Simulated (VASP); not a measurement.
Os, 1 atom in the cell. The typed cell holds 1 atom: a = 2.626 Å, b = 2.628 Å, c = 2.654 Å, α = 60.55°, β = 59.67°, γ = 60.57°.  This cell differs from its parent crystal: the cell strained at random.

| Item | Value |
| --- | --- |
| Program | VASP 6.6.1 |
| Task | single point |
| Functional | PBE |
| Potentials or basis | VASP PAW PBE potentials, release 64 (Os) |
| Cutoff | 520 eV |
| k mesh | 16 × 16 × 16 |
| Occupations | gaussian, width 0.1 eV |
| Spin | no spin polarisation |
| Dipole correction | no |
| Further INCAR settings | ALGO = Normal; EDIFF = 1e-06; NBANDS = 10 |

Potentials or basis: VASP PAW PBE potentials, release 64 (Os).

Run with:

```bash
$ cat potpaw_PBE.64/Os/POTCAR > POTCAR
$ mpirun -np 1 vasp_std > vasp.out
```

Hardware: 1 thread of Intel(R) Xeon(R) Platinum 8375C CPU @ 2.90GHz (Ice Lake) (shared host).

Question: Estimate the wall time of this run.

Answer: Wall time 2.4 min on 1 thread of Intel(R) Xeon(R) Platinum 8375C CPU @ 2.90GHz (Ice Lake), on a shared host, peak memory 0.38 GiB. Counts: scf iterations 12, k points 2052.
